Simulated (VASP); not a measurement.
# Li16Au in VASP: further runs

The runs below take Li16Au through single point, with PBEsol.

Program: VASP 6.6.1. These are calculated values, not measurements. Logs are shortened: lines on timing, memory, paths and dates and some standing lists are left out, and cuts for length are marked.

**1. The cell of the first run**

The cell holds a slab with vacuum, 17 atoms: a = 6.980 Å, b = 6.045 Å, c = 19.403 Å, α = 90.00°, β = 90.00°, γ = 54.74°.

**2. Single point, PBEsol**

Contents of INCAR:

```
SYSTEM = Li16Au
PREC = Accurate
ENCUT = 520
EDIFF = 1E-7
ISMEAR = 0
SIGMA = 0.1
LREAL = Auto
LASPH = .True.
NELM = 80
ALGO = Normal
ISIF = 2
LWAVE = .False.
LCHARG = .False.
GGA = PS
NBANDS = 44
```

Contents of KPOINTS:

```
Automatic mesh
0
Gamma
  3 3 1
  0 0 0
```

Contents of POSCAR:

```
Li16Au
1.0
    6.9800000000      0.0000000000      0.0000000000
    3.4900000000      4.9356050000      0.0000000000
    0.0000000000      0.0000000000     19.4034080000
Li Au
16 1
Direct
   -0.2500000507      0.5000001013      0.0515373382
    0.2499999493      0.5000001013      0.0515373382
   -0.2500000000      1.0000000000      0.0515373382
    0.2500000000      1.0000000000      0.0515373382
    0.0030473808      0.0002218573      0.1704573238
    0.4967478315      0.0004799817      0.1703721326
    0.0007846429      0.4984161010      0.1728120648
    0.4995401563      0.5012560770      0.1725435037
   -0.2519329138      0.4971145381      0.3021300691
    0.2556645550      0.4972932396      0.3020595660
   -0.2467144032      0.9938202105      0.2894366804
    0.2488388083      1.0035527559      0.2902492181
    0.0199827029     -0.0068184144      0.4114988975
    0.4876612998     -0.0061400781      0.4115690398
   -0.0140126340      0.5294252680      0.4363134043
    0.5215295044      0.4569885556      0.4382268311
    0.7553274570      0.9908015329      0.4959586996
```

Potentials or basis: VASP PAW PBE potentials, release 64 (Li_sv, Au).

On the command line:

```console
$ cat potpaw_PBE.64/Li_sv/POTCAR potpaw_PBE.64/Au/POTCAR > POTCAR
$ mpirun -np 1 vasp_std > vasp.out
```

OUTCAR:

```text
SYSTEM = Li16Au
   PREC = Accurate
   ENCUT = 520
   EDIFF = 1E-7
   ISMEAR = 0
   LREAL = Auto
   LASPH = .True.
   NELM = 80
   ISIF = 2
   GGA = PS

 ion  position               nearest neighbor table
   1  0.750  0.500  0.052-
   2  0.250  0.500  0.052-
   3  0.750  0.000  0.052-
   4  0.250  0.000  0.052-
   5  0.003  0.000  0.170-
   6  0.497  0.000  0.170-
   7  0.001  0.498  0.173-
   8  0.500  0.501  0.173-
   9  0.748  0.497  0.302-
  10  0.256  0.497  0.302-
  11  0.753  0.994  0.289-
  12  0.249  0.004  0.290-
  13  0.020  0.993  0.411-  17 2.48
  14  0.488  0.994  0.412-  17 2.48
  15  0.986  0.529  0.436-  17 2.55
  16  0.522  0.457  0.438-  17 2.56
  17  0.755  0.991  0.496-  13 2.48  14 2.48  15 2.55  16 2.56

  LATTYP: Found a base centered orthorhombic cell.
 ALAT       =     6.9800000000
 B/A-ratio  =     1.4142134670
 C/A-ratio  =     2.7798578797

  Lattice vectors:

 A1 = (   3.4900000000,  -4.9356050000,   0.0000000000)
 A2 = (   3.4900000000,   4.9356050000,   0.0000000000)
 A3 = (   0.0000000000,   0.0000000000,  19.4034080000)

Analysis of symmetry for initial positions (statically):
=====================================================================
 Subroutine PRICEL returns:
 Original cell was already a primitive cell.

 Routine SETGRP: Setting up the symmetry group for a
 base centered orthorhombic supercell.

 Subroutine GETGRP returns: Found  1 space group operations
 (whereof  1 operations were pure point group operations)
 out of a pool of  8 trial point group operations.

The static configuration has the point symmetry C_1 .

Analysis of symmetry for dynamics (positions and initial velocities):
=====================================================================
 Subroutine PRICEL returns:
 Original cell was already a primitive cell.

 Routine SETGRP: Setting up the symmetry group for a
 base centered orthorhombic supercell.

 Subroutine GETGRP returns: Found  1 space group operations
 (whereof  1 operations were pure point group operations)
 out of a pool of  8 trial point group operations.

The dynamic configuration has the point symmetry C_1 .

 Subroutine INISYM returns: Found  1 space group operations
 (whereof  1 operations are pure point group operations),
 and found     1 'primitive' translations

----------------------------------------------------------------------------------------

                                     Primitive cell

  volume of cell :     668.4576

  direct lattice vectors                    reciprocal lattice vectors
     6.980000000  0.000000000  0.000000000     0.143266476 -0.101304703  0.000000000
     3.490000000  4.935605000  0.000000000     0.000000000  0.202609407  0.000000000
     0.000000000  0.000000000 19.403408000     0.000000000  0.000000000  0.051537338

  length of vectors
     6.980000000  6.044857047 19.403408000     0.175464885  0.202609407  0.051537338

  position of ions in fractional coordinates (direct lattice)
     0.749999949  0.500000101  0.051537338
     0.249999949  0.500000101  0.051537338
     0.750000000  0.000000000  0.051537338
     0.250000000  0.000000000  0.051537338
     0.003047381  0.000221857  0.170457324
     0.496747832  0.000479982  0.170372133
[... 9 lines left out ...]
     0.521529504  0.456988556  0.438226831
     0.755327457  0.990801533  0.495958700

  ion indices of the primitive-cell ions
   primitive index   ion index
                 1           1
                 2           2
                 3           3
                 4           4
                 5           5
                 6           6
[... 9 lines left out ...]
                16          16
                17          17

----------------------------------------------------------------------------------------

 KPOINTS: Automatic mesh

Automatic generation of k-mesh.
 Grid dimensions read from file:
 generate k-points for:    3    3    1

 Generating k-lattice:

  Cartesian coordinates                     Fractional coordinates (reciprocal lattice)
     0.047755492 -0.033768234  0.000000000     0.333333333  0.000000000  0.000000000
     0.000000000  0.067536469  0.000000000     0.000000000  0.333333333  0.000000000
     0.000000000  0.000000000  0.051537338     0.000000000  0.000000000  1.000000000

  Length of vectors
     0.058488295  0.067536469  0.051537338

  Shift w.r.t. Gamma in fractional coordinates (k-lattice)
     0.000000000  0.000000000  0.000000000

 Subroutine IBZKPT returns following result:
 ===========================================

 Found      5 irreducible k-points:

 Following reciprocal coordinates:
            Coordinates               Weight
  0.000000  0.000000  0.000000      1.000000
  0.333333 -0.000000  0.000000      2.000000
  0.333333  0.333333  0.000000      2.000000
  0.000000  0.333333  0.000000      2.000000
 -0.333333  0.333333  0.000000      2.000000
   k-points           NKPTS =      5   k-points in BZ     NKDIM =      5   number of bands    NBANDS=     44
   number of dos      NEDOS =    301   number of ions     NIONS =     17
   total plane-waves  NPLWV = 373248
   dimension x,y,z NGX =    54 NGY =   48 NGZ =  144
   dimension x,y,z NGXF=   108 NGYF=   96 NGZF=  288
   ions per type =              16   1
   NGX,Y,Z   is equivalent  to a cutoff of  12.86, 13.20, 12.34 a.u.
   NGXF,Y,Z  is equivalent  to a cutoff of  25.72, 26.40, 24.68 a.u.
 SYSTEM =  Li16Au
   PREC   = accura    normal or accurate (medium, high low for compatibility)
   ISTART =      0    job   : 0-new  1-cont  2-samecut
   ICHARG =      2    charge: 1-file 2-atom 10-const
   ISPIN  =      1    spin polarized calculation?
   LNONCOLLINEAR =      F non collinear calculations
   LSORBIT =      F    spin-orbit coupling
   LASPH  =      T    aspherical Exc in radial PAW
   ENCUT  =  520.0 eV  38.22 Ry    6.18 a.u.  12.98 11.24 36.08*2*pi/ulx,y,z
   NELM   =     80;   NELMIN=  2; NELMDL= -5     # of ELM steps
   EDIFF  = 0.1E-06   stopping-criterion for ELM
   LREAL  =      T    real-space projection
   EDIFFG = 0.1E-05   stopping-criterion for IOM
   NSW    =      0    number of steps for IOM
   IBRION =     -1    ionic relax: 0-MD 1-quasi-New 2-CG
   NFREE  =      0    steps in history (QN), initial steepest desc. (CG)
   ISIF   =      2    stress and relaxation
   ISYM   =      2    0-nonsym 1-usesym 2-fastsym
   POTIM  = 0.5000    time-step for ionic-motion
   TEBEG  =    0.0;   TEEND  =   0.0 temperature during run
   PSTRESS=    0.0 pullay stress
   NELECT =      59.0000    total number of electrons
   NUPDOWN=      -1.0000    fix difference up-down
   EMIN   =  10.00;   EMAX   =-10.00  energy-range for DOS
   EFERMI =   0.00;   METHOD = LEGACY
   ISMEAR =     0;   SIGMA  =   0.10  broadening in eV -4-tet -1-fermi 0-gaus
   EFERMI_NEDOS =   21; number of points for ismear=-14 and -15
   IALGO  =     38    algorithm
   IMIX   =      4    mixing-type and parameters
     AMIX     =   0.40;   BMIX     =  1.00
     AMIX_MAG =   1.60;   BMIX_MAG =  1.00
  volume/ion in A,a.u.               =      39.32       265.35
  Fermi-wavevector in a.u.,A,eV,Ry     =   0.728899  1.377420  7.228697  0.531294
  Thomas-Fermi vector in A             =   1.820487
   LORBIT       =      0    0 simple, 1 ext, 2 COOP (PROOUT), +10 PAW based schemes
   GGA     = PS    functional components
   LHFCALC =     F    Hartree Fock is set to
   AEXX    =    0.0000 exact exchange contribution
   IVDW    =     0    specifies the selected vdW correction
   LEPSILON=     F    determine dielectric tensor
   LRPA    =     F    only Hartree local field effects (RPA)
 non-spin polarized calculation
 Gauss-broadening in eV      SIGMA  =   0.10
  energy-cutoff  :      520.00
  volume of cell :      668.46
 maximum number of plane-waves:     18023
 NGX is ok and might be reduce to    54
   NGX = 25   NGY = 23   NGZ = 73

 number of electron      58.9999999 magnetization

 Free energy of the ion-electron system (eV)
  ---------------------------------------------------
  ext. energy  EPLUGINS =         0.00000000
  ---------------------------------------------------
  free energy    TOTEN  =       -33.39187099 eV

  energy without entropy =      -33.33788728  energy(sigma->0) =      -33.36487913

 E-fermi :  -1.0718     XC(G=0):  -4.5735

 val. band max:       -1.0984939264   @ k =   0.0000   0.0000   0.0000
 cond. band min:      -1.0662431583   @ k =   0.0000   0.0000   0.0000
 fundamental gap:      0.0322507680
 Fermi energy:        -1.0718104486

 k-point     1 :       0.0000    0.0000    0.0000
  band No.  band energies     occupation
      1     -47.4847      2.00000
      2     -47.4715      2.00000
      3     -47.4603      2.00000
      4     -47.4585      2.00000
      5     -47.3728      2.00000
      6     -47.3476      2.00000
[... 33 lines left out ...]
     40       1.8192      0.00000
     41       1.9062      0.00000

 k-point     2 :       0.3333   -0.0000    0.0000
  band No.  band energies     occupation
      1     -47.4841      2.00000
      2     -47.4711      2.00000
      3     -47.4604      2.00000
      4     -47.4594      2.00000
      5     -47.3728      2.00000
      6     -47.3476      2.00000
[... 33 lines left out ...]
     40       1.7554      0.00000
     41       1.9057      0.00000

 k-point     3 :       0.3333    0.3333    0.0000
  band No.  band energies     occupation
      1     -47.4841      2.00000
      2     -47.4711      2.00000
      3     -47.4606      2.00000
      4     -47.4593      2.00000
      5     -47.3728      2.00000
      6     -47.3476      2.00000
[... 33 lines left out ...]
     40       1.7557      0.00000
     41       1.9058      0.00000

 k-point     4 :       0.0000    0.3333    0.0000
  band No.  band energies     occupation
      1     -47.4837      2.00000
      2     -47.4702      2.00000
      3     -47.4608      2.00000
      4     -47.4603      2.00000
      5     -47.3727      2.00000
      6     -47.3476      2.00000
[... 33 lines left out ...]
     40       1.6775      0.00000
     41       1.8357      0.00000

 k-point     5 :      -0.3333    0.3333    0.0000
  band No.  band energies     occupation
      1     -47.4836      2.00000
      2     -47.4703      2.00000
      3     -47.4614      2.00000
      4     -47.4597      2.00000
      5     -47.3727      2.00000
      6     -47.3476      2.00000
[... 33 lines left out ...]
     40       1.2178      0.00000
     41       1.4929      0.00000
 [bands above 41 left out]

------------------------ aborting loop because EDIFF is reached ----------------------------------------

  FORCE on cell =-STRESS in cart. coord.  units (eV):
  Direction    XX          YY          ZZ          XY          YZ          ZX
  --------------------------------------------------------------------------------------
  -------------------------------------------------------------------------------------
  Total       -0.7356385     -1.9447642     -0.2071082      0.0024999     -0.0111143     -0.0057061
  in kB       -1.7631984     -4.6612639     -0.4964026      0.0059918     -0.0266391     -0.0136766
  external PRESSURE =      -2.3069550 kB  Pullay stress =       0.0000000 kB

 VOLUME and BASIS-vectors are now :
 -----------------------------------------------------------------------------
  energy-cutoff  :      520.00
  volume of cell :      668.46
      direct lattice vectors                 reciprocal lattice vectors
     6.980000000  0.000000000  0.000000000     0.143266476 -0.101304703  0.000000000
     3.490000000  4.935605000  0.000000000     0.000000000  0.202609407  0.000000000
     0.000000000  0.000000000 19.403408000     0.000000000  0.000000000  0.051537338

 POSITION                                       TOTAL-FORCE (eV/Angst)
 -----------------------------------------------------------------------------------
      6.98000      2.46780      1.00000         0.001381     -0.001110      0.011897
      3.49000      2.46780      1.00000        -0.001024     -0.001038      0.012542
      5.23500      0.00000      1.00000         0.000498      0.000872     -0.003333
      1.74500      0.00000      1.00000        -0.000247     -0.000019     -0.037409
      0.02204      0.00109      3.30745        -0.004937      0.001241      0.005239
      3.46898      0.00237      3.30580         0.006387     -0.001913      0.005416
[... 9 lines left out ...]
      5.23517      2.25551      8.50309         0.003732      0.002856      0.006604
      8.73008      4.89020      9.62329        -0.001176     -0.000662      0.013198
 -----------------------------------------------------------------------------------
    total drift:                                0.001452      0.000103     -0.011552

  FREE ENERGIE OF THE ION-ELECTRON SYSTEM (eV)
  ---------------------------------------------------
  free  energy   TOTEN  =       -33.3918709856 eV

  energy  without entropy=      -33.3378872800  energy(sigma->0) =      -33.36487913
```

Wall time 4.2 min (1 thread of Intel Xeon 6975P-C (Granite Rapids), shared host); peak memory 0.72 GiB.

Results:

- Free energy: -33.3919 eV
- Largest force: 0.037 eV/Å

Forces on the atoms (eV/Å):
```
Li   0.001 -0.001  0.012
Li  -0.001 -0.001  0.013
Li   0.000  0.001 -0.003
Li   0.000  0.000 -0.037
Li  -0.005  0.001  0.005
Li   0.006 -0.002  0.005
Li   0.000  0.006  0.007
Li   0.000 -0.004  0.005
Li   0.001  0.000 -0.007
Li  -0.002  0.002 -0.006
Li   0.001 -0.005 -0.012
Li   0.001  0.000 -0.015
Li  -0.001  0.009  0.006
Li  -0.003 -0.001  0.006
Li  -0.001 -0.008  0.002
Li   0.004  0.003  0.007
Au  -0.001 -0.001  0.013
```

Levels at points of the mesh, in eV from the Fermi level:
```tsv
k point	band 27	band 28	band 29	band 30	band 31	band 32
(0.00, 0.00, 0.00)	0.01	0.05	0.06	0.10	0.24	0.28
```

Caveat: the k points lie up to 0.42 Å⁻¹ apart; the cutoff is under 1.25 times the usual one of these potentials, so pressure, stress and relaxed cells hold a basis-set (Pulay) error; the PAW data sets were made with another functional, which shifts forces and pressure a little; spin-orbit coupling is left out, which moves the levels of the heavy elements.

**3. Single point, PBEsol**

Contents of INCAR:

```
SYSTEM = Li16Au
PREC = Accurate ; ENCUT = 520
EDIFF = 1E-6 ; ISMEAR = 0
SIGMA = 0.1 ; LREAL = Auto
LASPH = .TRUE. ; NELM = 80
ALGO = Normal ; ISIF = 2
LWAVE = .FALSE. ; LCHARG = .FALSE.
GGA = PS ; NBANDS = 44
```

Contents of KPOINTS:

```
regular mesh
0
G
  3 3 1
  0 0 0
```

Contents of POSCAR:

```
Li16Au
1.0
    6.9800000000      0.0000000000      0.0000000000
    3.4900000000      4.9356050000      0.0000000000
    0.0000000000      0.0000000000     19.4034080000
Li Au
16 1
Direct
   -0.2500000507      0.5000001013      0.0515373382
    0.2499999493      0.5000001013      0.0515373382
   -0.2500000000      1.0000000000      0.0515373382
    0.2500000000      1.0000000000      0.0515373382
    0.0030389482      0.0001693815      0.1704701566
    0.4968053882      0.0003760431      0.1704020242
    0.0006349290      0.4987183942      0.1726026686
    0.4994158210      0.5014374124      0.1727437263
   -0.2490303706      0.4988492799      0.3020342097
    0.2508580950      0.4989921195      0.3019778278
   -0.2495785992      0.9994703790      0.2893410271
    0.2511652901      0.9986536605      0.2901838687
    0.0167076524     -0.0002826401      0.4114917854
    0.4842354988      0.0002599479      0.4115479095
   -0.0177353475      0.5365907523      0.4373227116
    0.5180726163      0.4638928764      0.4369743707
    0.7502166509      1.0007320278      0.4958928864
```

Potentials or basis: VASP PAW PBE potentials, release 64 (Li_sv, Au).

On the command line:

```console
$ cat potpaw_PBE.64/Li_sv/POTCAR potpaw_PBE.64/Au/POTCAR > POTCAR
$ mpirun -np 1 vasp_std > vasp.out
```

Wall time 3.8 min (1 thread of Intel Xeon 6975P-C (Granite Rapids), shared host); peak memory 0.72 GiB.

It converged, with:

```yaml
Free_energy: -33.3918 eV
Largest_force: 0.036 eV/Å
```

Forces in eV/Å, atoms in the order of the input:
```
Li  -0.001  0.000  0.012
Li   0.001  0.000  0.013
Li   0.000  0.000 -0.003
Li   0.000  0.000 -0.036
Li  -0.005  0.002  0.004
Li   0.005 -0.002  0.004
Li   0.000  0.007  0.007
Li  -0.001 -0.003  0.003
Li   0.003 -0.001 -0.006
Li  -0.003  0.000 -0.006
Li   0.002 -0.004 -0.008
Li  -0.001  0.001 -0.014
Li   0.000  0.002  0.006
Li   0.000 -0.001  0.006
Li   0.000 -0.004  0.003
Li   0.002  0.003  0.002
Au   0.000 -0.001  0.015
```

Levels at points of the mesh, in eV from the Fermi level:
| k point | band 27 | band 28 | band 29 | band 30 | band 31 | band 32 |
| --- | --- | --- | --- | --- | --- | --- |
| (0.00, 0.00, 0.00) | 0.01 | 0.05 | 0.06 | 0.10 | 0.24 | 0.29 |

Caveat: the k points lie up to 0.42 Å⁻¹ apart; the cutoff is under 1.25 times the usual one of these potentials, so pressure, stress and relaxed cells hold a basis-set (Pulay) error; the PAW data sets were made with another functional, which shifts forces and pressure a little; spin-orbit coupling is left out, which moves the levels of the heavy elements.

**4. Single point, PBEsol**

Contents of INCAR:

```
SYSTEM = Li16Au
ALGO     = Normal         ! electronic algorithm
EDIFF    = 1E-7           ! SCF threshold, eV
ENCUT    = 520            ! plane-wave cutoff, eV
GGA      = PS             ! functional
ISIF     = 2              ! what is computed and relaxed
ISMEAR   = 0              ! smearing method
LASPH    = .TRUE.         ! aspherical terms in the spheres
LCHARG   = .TRUE.         ! write CHGCAR
LELF     = .TRUE.         ! ELF
LREAL    = Auto         
LVHAR    = .TRUE.       
LWAVE    = .FALSE.        ! write WAVECAR
NBANDS   = 44             ! bands
NELM     = 80             ! most SCF steps
PREC     = Accurate       ! precision mode
SIGMA    = 0.1            ! smearing width, eV
```

Contents of KPOINTS:

```
k-points
0
G
  3 3 1
  0 0 0
```

Contents of POSCAR:

```
Li16Au
1.0
    6.9800000000      0.0000000000      0.0000000000
    3.4900000000      4.9356050000      0.0000000000
    0.0000000000      0.0000000000     19.4034080000
Li Au
16 1
Direct
   -0.2500000507      0.5000001013      0.0515373382
    0.2499999493      0.5000001013      0.0515373382
   -0.2500000000      1.0000000000      0.0515373382
    0.2500000000      1.0000000000      0.0515373382
    0.0030303724      0.0001169056      0.1704830409
    0.4968629030      0.0002719018      0.1704319159
    0.0004853163      0.4990204848      0.1723933239
    0.4992916289      0.5016187479      0.1729439488
   -0.2461278274      0.5005840216      0.3019383502
    0.2460515337      0.5006912020      0.3018960381
   -0.2524426940      1.0051203449      0.2892453738
    0.2534916706      0.9937547677      0.2901184678
    0.0134327033      0.0062529315      0.4114846732
    0.4808096979      0.0066599738      0.4115267792
   -0.0214581623      0.5437564392      0.4383320703
    0.5146158294      0.4707969945      0.4357219103
    0.7451056001      1.0106627252      0.4958270733
```

On the command line:

```console
$ cat potpaw_PBE.64/Li_sv/POTCAR potpaw_PBE.64/Au/POTCAR > POTCAR
$ mpirun -np 1 vasp_std > vasp.out
```

Wall time 4.1 min (1 thread of Intel Xeon 6975P-C (Granite Rapids), shared host); peak memory 0.73 GiB.

It converged, with:

```
Free energy   : -33.3919 eV
Largest force : 0.036 eV/Å
```

Forces on the atoms (eV/Å):
```
Li  -0.002  0.001  0.012
Li   0.002  0.001  0.013
Li   0.000 -0.001 -0.003
Li   0.000  0.000 -0.036
Li  -0.004  0.002  0.002
Li   0.004 -0.001  0.002
Li  -0.001  0.005  0.006
Li  -0.001 -0.003  0.002
Li   0.006 -0.001 -0.004
Li  -0.007  0.004 -0.004
Li   0.001 -0.002 -0.006
Li  -0.002  0.001 -0.011
Li   0.001  0.000  0.002
Li   0.000 -0.006  0.004
Li  -0.001 -0.005  0.005
Li   0.003  0.008  0.002
Au   0.000 -0.003  0.015
```

Levels at points of the mesh, in eV from the Fermi level:
```tsv
k point	band 25	band 26	band 27	band 28	band 29	band 30	band 31	band 32	band 33	band 34
(0.00, 0.00, 0.00)	-1.17	-0.03	0.01	0.05	0.06	0.10	0.24	0.29	0.41	0.44
```

Caveat: the k points lie up to 0.42 Å⁻¹ apart; the cutoff is under 1.25 times the usual one of these potentials, so pressure, stress and relaxed cells hold a basis-set (Pulay) error; the PAW data sets were made with another functional, which shifts forces and pressure a little; spin-orbit coupling is left out, which moves the levels of the heavy elements.
